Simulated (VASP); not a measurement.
# FeNi3 (Pm-3m) in VASP: notebook, part 2 of 2

VASP 6.6.1. Earlier steps stand in the parts before.

**5. Single point, PBE (10.70 Å³/atom)**

This run uses another cell than the first one, of 10.70 Å³/atom.

Input file INCAR:

```
SYSTEM = FeNi3
  PREC = Accurate
  ENCUT = 520
  EDIFF = 1E-7
  ISMEAR = 0
  SIGMA = 0.05
  LREAL = .FALSE.
  LASPH = .TRUE.
  NELM = 100
  ALGO = Fast
  ISIF = 2
  LWAVE = .FALSE.
  LCHARG = .FALSE.
  GGA = PE
  NBANDS = 27
```

Input file KPOINTS:

```
Automatic mesh
0
G
  12 12 12
  0 0 0
```

Input file POSCAR:

```
FeNi3
1.0
    3.4974250445      0.0000000000      0.0000000000
    0.0000000000      3.4974250445      0.0000000000
    0.0000000000      0.0000000000      3.4974250445
Fe Ni
1 3
Direct
    0.0000000000      0.0000000000      0.0000000000
    0.0000000000      0.5000000000      0.5000000000
    0.5000000000      0.0000000000      0.5000000000
    0.5000000000      0.5000000000      0.0000000000
```

Potentials or basis: VASP PAW PBE potentials, release 64 (Fe, Ni).

Started as:

```sh
$ cat potpaw_PBE.64/Fe/POTCAR potpaw_PBE.64/Ni/POTCAR > POTCAR
$ mpirun -np 1 vasp_std > vasp.out
```

OUTCAR:

```text
SYSTEM = FeNi3
   PREC = Accurate
   ENCUT = 520
   EDIFF = 1E-7
   ISMEAR = 0
   LREAL = .FALSE.
   LASPH = .TRUE.
   NELM = 100
   ISIF = 2
   GGA = PE

 ion  position               nearest neighbor table
   1  0.000  0.000  0.000-   2 2.47   3 2.47   4 2.47   2 2.47   3 2.47   2 2.47   4 2.47   2 2.47
                             3 2.47   4 2.47   3 2.47   4 2.47
   2  0.000  0.500  0.500-   1 2.47   3 2.47   4 2.47   1 2.47   4 2.47   1 2.47   3 2.47   1 2.47
                             3 2.47   4 2.47   4 2.47   3 2.47
   3  0.500  0.000  0.500-   1 2.47   2 2.47   4 2.47   1 2.47   4 2.47   2 2.47   4 2.47   4 2.47
                             1 2.47   2 2.47   1 2.47   2 2.47
   4  0.500  0.500  0.000-   1 2.47   2 2.47   3 2.47   2 2.47   3 2.47   1 2.47   3 2.47   3 2.47
                             1 2.47   2 2.47   2 2.47   1 2.47

  LATTYP: Found a simple cubic cell.
 ALAT       =     3.4974250445

  Lattice vectors:

 A1 = (   3.4974250445,   0.0000000000,   0.0000000000)
 A2 = (   0.0000000000,   3.4974250445,   0.0000000000)
 A3 = (   0.0000000000,   0.0000000000,   3.4974250445)

Analysis of symmetry for initial positions (statically):
=====================================================================
 Subroutine PRICEL returns:
 Original cell was already a primitive cell.

 Routine SETGRP: Setting up the symmetry group for a
 simple cubic supercell.

 Subroutine GETGRP returns: Found 48 space group operations
 (whereof 48 operations were pure point group operations)
 out of a pool of 48 trial point group operations.

The static configuration has the point symmetry O_h .

Analysis of symmetry for dynamics (positions and initial velocities):
=====================================================================
 Subroutine PRICEL returns:
 Original cell was already a primitive cell.

 Routine SETGRP: Setting up the symmetry group for a
 simple cubic supercell.

 Subroutine GETGRP returns: Found 48 space group operations
 (whereof 48 operations were pure point group operations)
 out of a pool of 48 trial point group operations.

[... 126 lines left out ...]
  Fermi-wavevector in a.u.,A,eV,Ry     =   1.573696  2.973855 33.695105  2.476520
  Thomas-Fermi vector in A             =   2.674942
   LORBIT       =      0    0 simple, 1 ext, 2 COOP (PROOUT), +10 PAW based schemes
   GGA     = PE    functional components
   LHFCALC =     F    Hartree Fock is set to
   AEXX    =    0.0000 exact exchange contribution
   IVDW    =     0    specifies the selected vdW correction
   LEPSILON=     F    determine dielectric tensor
   LRPA    =     F    only Hartree local field effects (RPA)
 non-spin polarized calculation
 RMM-DIIS sequential band-by-band and
 Gauss-broadening in eV      SIGMA  =   0.05
  energy-cutoff  :      520.00
  volume of cell :       42.78
 maximum number of plane-waves:      1189
 NGX is ok and might be reduce to    28
   NGX = 13   NGY = 13   NGZ = 13

 number of electron      37.9999985 magnetization

 Free energy of the ion-electron system (eV)
  ---------------------------------------------------
  ext. energy  EPLUGINS =         0.00000000
  ---------------------------------------------------
  free energy    TOTEN  =       -23.95962174 eV

  energy without entropy =      -23.94627425  energy(sigma->0) =      -23.95294800

 E-fermi :   8.7697     XC(G=0): -13.3969

 val. band max:        8.7687624910   @ k =   0.3333   0.0833   0.0000
 cond. band min:       8.7725913434   @ k =   0.3333   0.3333   0.0000
 fundamental gap:      0.0038288524
 Fermi energy:         8.7697342859

 k-point     1 :       0.0000    0.0000    0.0000
  band No.  band energies     occupation
      1      -0.2226      2.00000
      2       4.1583      2.00000
      3       4.1583      2.00000
      4       4.2729      2.00000
      5       4.8223      2.00000
      6       4.8223      2.00000
[... 709 lines left out ...]
     26      20.1315      0.00000
     27      20.3136      0.00000

 [... further k-points ...]

------------------------ aborting loop because EDIFF is reached ----------------------------------------

  FORCE on cell =-STRESS in cart. coord.  units (eV):
  Direction    XX          YY          ZZ          XY          YZ          ZX
  --------------------------------------------------------------------------------------
  -------------------------------------------------------------------------------------
  Total       -0.0328271     -0.0328271     -0.0328271      0.0000000      0.0000000      0.0000000
  in kB       -1.2294131     -1.2294131     -1.2294131      0.0000000      0.0000000      0.0000000
  external PRESSURE =      -1.2294131 kB  Pullay stress =       0.0000000 kB

 VOLUME and BASIS-vectors are now :
 -----------------------------------------------------------------------------
  energy-cutoff  :      520.00
  volume of cell :       42.78
      direct lattice vectors                 reciprocal lattice vectors
     3.497425044  0.000000000  0.000000000     0.285924641  0.000000000  0.000000000
     0.000000000  3.497425044  0.000000000     0.000000000  0.285924641  0.000000000
     0.000000000  0.000000000  3.497425044     0.000000000  0.000000000  0.285924641

 POSITION                                       TOTAL-FORCE (eV/Angst)
 -----------------------------------------------------------------------------------
      0.00000      0.00000      0.00000         0.000000      0.000000      0.000000
      0.00000      1.74871      1.74871         0.000000      0.000000      0.000000
      1.74871      0.00000      1.74871         0.000000      0.000000      0.000000
      1.74871      1.74871      0.00000         0.000000      0.000000      0.000000
 -----------------------------------------------------------------------------------
    total drift:                                0.000000      0.000000      0.000000

  FREE ENERGIE OF THE ION-ELECTRON SYSTEM (eV)
  ---------------------------------------------------
  free  energy   TOTEN  =       -23.9596217379 eV

  energy  without entropy=      -23.9462742522  energy(sigma->0) =      -23.95294800
```

It took 3.1 min on 1 thread of Intel Xeon 8259CL, shared host; peak memory 0.22 GiB.

What came out:

* Free energy: -23.9596 eV
* Pressure: -0.1 GPa
* Band gap on the k mesh: zero (bands 19 and 20 overlap by 1.09 eV)

Caveat: the run has no spin polarisation, though such a crystal can be magnetic.

**6. The runs side by side**

```tsv
cell	gap on the mesh (eV)	pressure (GPa)
a = 3.450 Å, 4 atoms	none	9.6
a = 3.474 Å, 4 atoms	none	4.4
a = 3.479 Å, 4 atoms	none	3.5
a = 3.497 Å, 4 atoms	none	-0.1
```

Alike in all rows: task single point; level PBE; potentials or basis VASP PAW PBE potentials, release 64 (Fe, Ni); no spin polarisation; k mesh 12 × 12 × 12; cutoff (eV) 520; smearing gaussian 0.05 eV.

Caveats: the run has no spin polarisation, though such a crystal can be magnetic; the cell stands under pressure (at least some runs).

Total energies depend on the potentials used, so only differences within one code and one set of settings carry meaning.
